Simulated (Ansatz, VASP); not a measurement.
# MgH: VASP beside Ansatz

```
Mg H
1.0
     1.41508   -2.95106    0.00000
     1.41508    2.95106    0.00000
     0.00000    0.00000    3.20867
Mg H
1 1
Direct
  0.00000 0.00000 0.00000
  0.50000 0.50000 0.50000
```

Change from the starting cell: species swapped into the BaSr type (Cmmm, No. 65).

Alike in both runs: functional PBE; k mesh 20 × 20 × 12; occupations gaussian, width 0.1 eV; no spin polarisation.

Ansatz relaxed the structure, and its values are those at the end. VASP's run is a single point on that final structure, the one shown.

```csv
,VASP,Ansatz
version,VASP 6.6.1,Ansatz 0.2.0
potentials or method,"VASP PAW PBE potentials, release 64 (Mg, H), cutoff 520 eV","scalar-relativistic, plane waves, PAW"
valence electrons in the cell,3,11
```

Ansatz gave:

```
gap on the k mesh at the Fermi level (eV) : none
pressure (GPa)                            : 0.0
```

Problem. Which values does VASP return?

Solution. gap on the k mesh at the Fermi level (eV): none; pressure (GPa): -0.2.

A gap of «none» marks a metal or a gap that the smearing closes. VASP's potentials hold 3 valence electrons a cell and Ansatz's 11, so a difference there can come from the potentials and not from the codes.
